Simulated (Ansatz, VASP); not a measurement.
Given: the input of a run of VASP 6.6.1 on ZnO.

Contents of INCAR:

```
PREC = Accurate
ENCUT = 1340
EDIFF = 1E-6
ISMEAR = -1
SIGMA = 0.05
LREAL = False
LASPH = True
NELM = 120
ALGO = Normal
ISIF = 2
LWAVE = False
LCHARG = False
GGA = RP
IVDW = 12
NBANDS = 26
GGA_COMPAT = False
```

File KPOINTS:

```
Automatic mesh
0
Gamma
  9 9 5
```

The input POSCAR:

```
ZnO
1.0
    3.1829769797      0.0000000000      0.0000000000
   -1.5914884899      2.7565389241      0.0000000000
    0.0000000000      0.0000000000      5.0994402224
Zn O
2 2
Direct
    0.6666666667      0.3333333333      0.0000000000
    0.3333333333      0.6666666667      0.5000000000
    0.3333333333      0.6666666667      0.8790100000
    0.6666666667      0.3333333333      0.3790100000
```

Potentials or basis: VASP PAW PBE potentials, release 64 (Zn, O_h).

Run with:

```console
$ cat potpaw_PBE.64/Zn/POTCAR potpaw_PBE.64/O_h/POTCAR > POTCAR
$ mpirun -np 1 vasp_std > vasp.out
```

Problem. Set up the same calculation for Ansatz 0.2.0. Potentials there: Ansatz PAW.

Solution. As run (the cutoff follows the program's own potentials):

File input.yaml:

```yaml
crystal:
  lattice:
    - [3.1829769797, 0.0, 0.0]
    - [-1.5914884899, 2.7565389241, 0.0]
    - [0.0, 0.0, 5.0994402224]
  atoms:
    - { symbol: Zn, position: [0.6666666667, 0.3333333333, 0.0] }
    - { symbol: Zn, position: [0.3333333333, 0.6666666667, 0.5] }
    - { symbol: O, position: [0.3333333333, 0.6666666667, 0.87901] }
    - { symbol: O, position: [0.6666666667, 0.3333333333, 0.37901] }
hamiltonian:
  xc: rpbe
  pseudopotentials: { kind: paw }
  dispersion: d3bj
kpoints:
  mp_grid: { grid: [9, 9, 5] }
scf:
  occupations: { method: fermi_dirac, width: 0.05 }
output:
  forces: true
  stress: true
  eigenvalues: true
```

Potentials or basis: Ansatz PAW.

Run with:

```console
$ ansatz run input.yaml --threads 2 --pin off --max-ram 5120MiB --backend cpu --events-out ev --progress --plain --runs-dir out
```

Both were run:

|  | VASP | Ansatz | Ansatz less VASP |
| --- | --- | --- | --- |
| gap on the k mesh at the Fermi level (eV) | 0.97 | 0.99 | +0.020 |
| least direct gap on the mesh (eV) | 0.97 | 0.99 | +0.020 |
| pressure (GPa) | 4.6 | 3.3 | -1.27 |
| traceless stress, the component that is largest in VASP (GPa) | 1.15 | 1.12 | -0.039 |
| rms of the force components (eV/Å) | 0.067 | 0.065 | -0.0022 |

VASP's potentials were made for PBE, not for RPBE. Atom by atom the forces differ by 0.002 eV/Å (rms over components).

Noted on Ansatz's run: odd divisions of the mesh miss points on the zone boundary, where band edges often lie, so the gap on the mesh can be too wide.
